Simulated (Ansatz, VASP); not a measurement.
**Al2O: VASP beside Ansatz**

```
Al O
1.0
     3.41222    0.00000    0.00000
     0.00000    3.41222    0.00000
     0.00000    0.00000    9.32608
Al O
4 2
Direct
  0.00000 0.00000 0.25000
  0.00000 0.00000 0.75000
  0.00000 0.50000 0.50000
  0.50000 0.00000 0.00000
  0.50000 0.50000 0.00000
  0.50000 0.50000 0.50000
```

Alike in both runs: functional PBE; k mesh 4 × 4 × 4; occupations gaussian, width 0.1 eV; no spin polarisation.

Ansatz relaxed the structure, and its values are those at the end. VASP's run is a single point on that final structure, the one shown.

```csv
,VASP,Ansatz
version,VASP 6.6.1,Ansatz 0.2.0
potentials or method,"VASP PAW PBE potentials, release 64 (Al, O), cutoff 520 eV","scalar-relativistic, plane waves, PAW"
valence electrons in the cell,24,24
```

|  | VASP | Ansatz | Ansatz less VASP |
| --- | --- | --- | --- |
| gap on the k mesh at the Fermi level (eV) | none | none | - |
| pressure (GPa) | 0.1 | 0.0 | -0.04 |

A gap of «none» marks a metal or a gap that the smearing closes.

The k mesh is coarse, so the values compare programs but aren't converged.
